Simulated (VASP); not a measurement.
Input of a VASP 6.6.1 run:

File INCAR:

```
SYSTEM = MoS2
PREC = Accurate
ENCUT = 500
EDIFF = 1E-6
ISMEAR = 0
SIGMA = 0.05
LREAL = .FALSE.
LASPH = .TRUE.
NELM = 120
ALGO = Normal
ISIF = 2
LWAVE = .FALSE.
LCHARG = .FALSE.
GGA = PE
IVDW = 12
NBANDS = 20
GGA_COMPAT = .FALSE.
```

Contents of KPOINTS:

```
regular mesh
0
G
  12 12 4
  0 0 0
```

POSCAR

```
MoS2
1.0
    3.1219335931      0.0000000000      0.0000000000
   -1.5609667966      2.7036738005      0.0000000000
    0.0000000000      0.0000000000      6.7624203560
Mo S
1 2
Direct
    0.0000000000      0.0000000000      0.0000000000
    0.3333333333      0.6666666667      0.2608812309
    0.3333333333      0.6666666667      0.7391187691
```

Potentials or basis: VASP PAW PBE potentials, release 64 (Mo_sv, S).

Launch:

```bash
$ cat potpaw_PBE.64/Mo_sv/POTCAR potpaw_PBE.64/S/POTCAR > POTCAR
$ mpirun -np 1 vasp_std > vasp.out
```

(1) What does it give for the band gap on the k mesh?

(2) Estimate the largest force.

Results:

(1) 0.79 eV, indirect (least direct gap 1.62 eV).

(2) 2.903 eV/Å.

Caveat: forces of over 1 eV/Å act on the atoms, so gaps and moduli don't describe the material at rest.
